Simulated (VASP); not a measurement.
**TaSeF: single point with PBE**

The system is TaSeF.

```
CELL_PARAMETERS angstrom
3.67583 0.00000 0.00000
0.00000 3.67583 0.00000
0.00000 0.00000 4.13770
ATOMIC_POSITIONS crystal
Ta 0.00000 0.00000 0.50000
Se 0.50000 0.50000 0.50000
F 0.00000 0.00000 0.00000
```

* Program: VASP 6.6.1
* Task: single point
* Functional: PBE
* Potentials or basis: VASP PAW PBE potentials, release 64 (Ta_pv, Se, F)
* Cutoff: 520 eV
* k mesh: 6 × 6 × 4
* Occupations: gaussian, width 0.1 eV
* Spin: no spin polarisation
* Dipole correction: no
* Further INCAR settings: ALGO = Normal; EDIFF = 1e-06; NBANDS = 19

| Property | Result |
| --- | --- |
| Pressure | 0.2 GPa |
| Band gap on the k mesh | zero (band 12 reaches 5.59 eV, above the bottom of band 13 at 3.60 eV) |

Levels at points of the mesh, in eV from the Fermi level:
```csv
k point,band 10,band 11,band 12,band 13,band 14,band 15
"(0.00, 0.00, 0.00)",-3.04,-2.96,-2.96,-0.85,-0.14,-0.14
"(0.50, 0.00, 0.00)",-5.61,-4.05,0.11,0.62,1.75,2.47
"(0.50, 0.50, 0.00)",-4.83,-2.29,-1.31,-1.31,0.25,1.34
"(0.00, 0.00, 0.50)",-3.01,-2.98,-2.98,-0.81,1.00,1.00
"(0.50, 0.00, 0.50)",-5.53,-3.67,0.68,1.25,2.01,2.84
"(0.50, 0.50, 0.50)",-5.17,-3.47,-0.08,-0.08,0.39,1.36
```

Run time: 12 s on 1 thread of Intel(R) Xeon(R) 6975P-C (Granite Rapids), on a shared host, peak memory 0.18 GiB.

Caveat: the k points lie up to 0.38 Å⁻¹ apart; spin-orbit coupling is left out, which moves the levels of the heavy elements.
